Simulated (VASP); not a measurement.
Here is a VASP 6.6.1 calculation.

File INCAR:

```
SYSTEM = In
PREC = Accurate ; ENCUT = 520
EDIFF = 1E-7 ; ISMEAR = -1
SIGMA = 0.05 ; LREAL = .False.
LASPH = .True. ; NELM = 60
ALGO = Normal ; ISIF = 2
LWAVE = .False. ; LCHARG = .False.
GGA = PS ; NBANDS = 12
```

KPOINTS

```
regular mesh
0
Gamma
  10 10 10
  0 0 0
```

The input POSCAR:

```
In
1.0
   -1.8606021154      1.8606021154      1.8606021154
    1.8606021154     -1.8606021154      1.8606021154
    1.8606021154      1.8606021154     -1.8606021154
In
1
Direct
    0.0000000000      0.0000000000      0.0000000000
```

Potentials or basis: VASP PAW PBE potentials, release 64 (In_d).

Launch:

```sh
$ cat potpaw_PBE.64/In_d/POTCAR > POTCAR
$ mpirun -np 1 vasp_std > vasp.out
```

(1) What does it give for the pressure?

Results:

(1) 0.0 GPa.

Caveat: the PAW data sets were made with another functional, which shifts forces and pressure a little.
